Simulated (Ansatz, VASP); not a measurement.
**Ni in VASP and in Ansatz**

INCAR

```
PREC = Accurate ; ENCUT = 520
EDIFF = 1E-6 ; ISMEAR = 0
SIGMA = 0.15 ; LREAL = False
LASPH = True ; NELM = 100
ALGO = Normal ; ISIF = 2
LWAVE = False ; LCHARG = False
NBANDS = 11
```

Contents of KPOINTS:

```
Automatic mesh
0
Gamma
  24 24 24
```

POSCAR

```
Ni
1.0
    0.0000000000      1.6770265810      1.6770265810
    1.6770265810      0.0000000000      1.6770265810
    1.6770265810      1.6770265810      0.0000000000
Ni
1
Direct
    0.0000000000      0.0000000000      0.0000000000
```

Input for Ansatz:

```yaml
crystal:
  lattice:
    - [0.0, 1.677026581, 1.677026581]
    - [1.677026581, 0.0, 1.677026581]
    - [1.677026581, 1.677026581, 0.0]
  atoms:
    - { symbol: Ni, position: [0.0, 0.0, 0.0] }
basis:
  ecutwfc: 520.0
kpoints:
  mp_grid: { grid: [24, 24, 24] }
hamiltonian:
  xc: lda
scf:
  occupations: { method: gaussian, width: 0.15 }
  lower_state_search: "off"
output:
  forces: true
  stress: true
  eigenvalues: true
```

Alike in both runs: task single point; functional LDA; k mesh 24 × 24 × 24; occupations gaussian, width 0.15 eV; no spin polarisation.

|  | VASP | Ansatz |
| --- | --- | --- |
| version | VASP 6.6.1 | Ansatz 0.2.0 |
| potentials or method | VASP PAW LDA potentials, release 64 (Ni), cutoff 520 eV | scalar-relativistic, plane waves, PAW |
| valence electrons in the cell | 10 | 18 |

|  | VASP | Ansatz | Ansatz less VASP |
| --- | --- | --- | --- |
| gap on the k mesh at the Fermi level (eV) | none | none | - |
| pressure (GPa) | 16.9 | 17.1 | +0.23 |

LDA's correlation is that of Perdew and Zunger in VASP and of Perdew and Wang (1992) in Ansatz. A gap of «none» marks a metal or a gap that the smearing closes. VASP's potentials hold 10 valence electrons a cell and Ansatz's 18, so a difference there can come from the potentials and not from the codes.
